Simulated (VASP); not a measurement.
# C (R-3m) in VASP: further runs, part 2 of 2

VASP 6.6.1. Earlier steps stand in the parts before.

## 4. Single point, PBEsol+D3(BJ)

This run uses another cell than the first one, of 8.38 Å³/atom.

INCAR reads:

```
PREC = Accurate
ENCUT = 520
EDIFF = 1E-6
ISMEAR = 0
SIGMA = 0.05
LREAL = False
LASPH = True
NELM = 60
ALGO = Normal
ISIF = 2
LWAVE = False
LCHARG = False
GGA = PS
IVDW = 12
NBANDS = 11
```

KPOINTS reads:

```
regular mesh
0
Gamma
  15 15 15
```

POSCAR reads:

```
C
1.0
    1.2188450278      0.7037005049      3.2557198513
   -1.2188450278      0.7037005049      3.2557198513
    0.0000000000     -1.4074010098      3.2557198513
C
2
Direct
    0.1665836162      0.1665836162      0.1665836162
    0.8334163838      0.8334163838      0.8334163838
```

Potentials or basis: VASP PAW PBE potentials, release 64 (C).

On the command line:

```sh
cat potpaw_PBE.64/C/POTCAR > POTCAR
mpirun -np 1 vasp_std > vasp.out
```

OUTCAR:

```text
PREC = Accurate
   ENCUT = 520
   EDIFF = 1E-6
   ISMEAR = 0
   LREAL = False
   LASPH = True
   NELM = 60
   ISIF = 2
   GGA = PS
   IVDW = 12
 IVDW          = 12

 ion  position               nearest neighbor table
   1  0.167  0.167  0.167-   2 1.41   2 1.41   2 1.41
   2  0.833  0.833  0.833-   1 1.41   1 1.41   1 1.41

  LATTYP: Found a trigonal (rhomboedric) cell.
 ALAT       =     3.5468985540
 COS(alpha) =     0.7638274378

  Lattice vectors:

 A1 = (   1.2188450278,   0.7037005049,   3.2557198513)
 A2 = (  -1.2188450278,   0.7037005049,   3.2557198513)
 A3 = (   0.0000000000,  -1.4074010098,   3.2557198513)

Analysis of symmetry for initial positions (statically):
=====================================================================
 Subroutine PRICEL returns:
 Original cell was already a primitive cell.

 Routine SETGRP: Setting up the symmetry group for a
 trigonal (rhombohedral) supercell.

 Subroutine GETGRP returns: Found 12 space group operations
 (whereof 12 operations were pure point group operations)
 out of a pool of 12 trial point group operations.

The static configuration has the point symmetry D_3d.

Analysis of symmetry for dynamics (positions and initial velocities):
=====================================================================
 Subroutine PRICEL returns:
 Original cell was already a primitive cell.

 Routine SETGRP: Setting up the symmetry group for a
 trigonal (rhombohedral) supercell.

 Subroutine GETGRP returns: Found 12 space group operations
 (whereof 12 operations were pure point group operations)
 out of a pool of 12 trial point group operations.

The dynamic configuration has the point symmetry D_3d.

 Subroutine INISYM returns: Found 12 space group operations
 (whereof 12 operations are pure point group operations),
 and found     1 'primitive' translations

----------------------------------------------------------------------------------------

                                     Primitive cell

  volume of cell :      16.7546
[... 117 lines left out ...]
   IVDW    =    12    specifies the selected vdW correction
   LEPSILON=     F    determine dielectric tensor
   LRPA    =     F    only Hartree local field effects (RPA)
 non-spin polarized calculation
 Gauss-broadening in eV      SIGMA  =   0.05
  energy-cutoff  :      520.00
  volume of cell :       16.75
 maximum number of plane-waves:       464
   NGX = 13   NGY = 13   NGZ = 13

 number of electron       8.0000000 magnetization

 Free energy of the ion-electron system (eV)
  ---------------------------------------------------
  ext. energy  EPLUGINS =         0.00000000
  ---------------------------------------------------
  free energy    TOTEN  =       -19.26697898 eV

  energy without entropy =      -19.26697898  energy(sigma->0) =      -19.26697898

 E-fermi :   5.0143     XC(G=0): -10.8269

 val. band max:        4.6780354040   @ k =  -0.3333   0.3333   0.0000
 cond. band min:       5.4579482515   @ k =  -0.3333   0.3333   0.0000
 fundamental gap:      0.7799128475
 Fermi energy:         5.0143284959

 k-point     1 :       0.0000    0.0000    0.0000
  band No.  band energies     occupation
      1     -14.8478      2.00000
      2      -1.5447      2.00000
      3       2.1342      2.00000
      4       2.1342      2.00000
      5       9.2459      0.00000
      6      13.6560      0.00000
      7      13.6560      0.00000
      8      16.8398      0.00000
      9      18.6344      0.00000
     10      27.9833      0.00000
     11      31.6790      0.00000
[... 309 lines left out ...]
 k-point    24 :       0.2000    0.1333    0.0000
  band No.  band energies     occupation
      1     -14.0511      2.00000
      2      -1.0112      2.00000
      3      -0.2719      2.00000
      4       0.6720      2.00000
      5      10.7919      0.00000
      6      13.9820      0.00000
      7      14.4239      0.00000
      8      16.1140      0.00000
      9      20.1350      0.00000
     10      25.9826      0.00000
     11      29.8697      0.00000

 [... further k-points ...]

------------------------ aborting loop because EDIFF is reached ----------------------------------------

 Edisp (eV)   -0.22681

 E8    (eV) :    -0.1103

  FORCE on cell =-STRESS in cart. coord.  units (eV):
  Direction    XX          YY          ZZ          XY          YZ          ZX
  --------------------------------------------------------------------------------------
  -------------------------------------------------------------------------------------
  Total       1.36265     1.36265     0.02052     0.00000    -0.00000     0.00000
  in kB     130.30473   130.30473     1.96234     0.00000    -0.00000     0.00000
  external pressure =       87.52 kB  Pullay stress =        0.00 kB

 VOLUME and BASIS-vectors are now :
 -----------------------------------------------------------------------------
  energy-cutoff  :      520.00
  volume of cell :       16.75
      direct lattice vectors                 reciprocal lattice vectors
     1.218845028  0.703700505  3.255719851     0.410224424  0.236843182  0.102383912
    -1.218845028  0.703700505  3.255719851    -0.410224424  0.236843182  0.102383912
     0.000000000 -1.407401010  3.255719851     0.000000000 -0.473686364  0.102383912

 POSITION                                       TOTAL-FORCE (eV/Angst)
 -----------------------------------------------------------------------------------
      0.00000      0.00000      1.62705         0.000000      0.000000     -0.000410
      0.00000      0.00000      8.14011         0.000000     -0.000000      0.000410
 -----------------------------------------------------------------------------------
    total drift:                               -0.000000      0.000000      0.000000

  FREE ENERGIE OF THE ION-ELECTRON SYSTEM (eV)
  ---------------------------------------------------
  free  energy   TOTEN  =       -19.4937853784 eV

  energy  without entropy=      -19.4937853784  energy(sigma->0) =      -19.49378538
```

stdout:

```text
POSCAR found type information on POSCAR C
 POSCAR found :  1 types and       2 ions
 scaLAPACK will be used
 -----------------------------------------------------------------------------
|                                                                             |
|                                                                             |
|     You enforced a specific xc type in the INCAR file but a different       |
|     I HOPE YOU KNOW WHAT YOU ARE DOING!                                     |
|                                                                             |
 -----------------------------------------------------------------------------

 LDA part: xc-table for (Slater+PW92), standard interpolation
 POSCAR, INCAR and KPOINTS ok, starting setup
 FFT: planning ... GRIDC
 FFT: planning ... GRID_SOFT
 FFT: planning ... GRID
 WAVECAR not read
 entering main loop
```

Run time: 35 s. Hardware: 1 thread of Intel Xeon 6975P-C (Granite Rapids), shared host; peak memory 0.2 GiB.

What came out:

| Property | Result |
| --- | --- |
| Free energy | -19.4938 eV |
| Pressure | 8.8 GPa |
| Dispersion energy per atom | -0.113 eV |

Stress tensor (GPa, compression positive):
```
13.03  0.00  0.00
 0.00 13.03  0.00
 0.00  0.00  0.20
```

Caveat: the stress differs along the axes, from 0 to 13 GPa; the PAW data sets were made with another functional, which shifts forces and pressure a little.

## 5. Summary

```csv
cell,pressure (GPa)
"a = 3.487 Å, angles 40.2°, 2 atoms",27.4
"a = 3.517 Å, angles 40.2°, 2 atoms",17.7
"a = 3.547 Å, angles 40.2°, 2 atoms",8.8
```

Alike in all rows: task single point; level PBEsol+D3(BJ); potentials or basis VASP PAW PBE potentials, release 64 (C); no spin polarisation; k mesh 15 × 15 × 15; cutoff (eV) 520; smearing gaussian 0.05 eV.

Caveats: the PAW data sets were made with another functional, which shifts forces and pressure a little; the stress differs along the axes, from 1 to 41 GPa (at least some runs); the stress differs along the axes, from 1 to 26 GPa (at least some runs); the stress differs along the axes, from 0 to 13 GPa (at least some runs).

Total energies depend on the potentials used, so only differences within one code and one set of settings carry meaning.
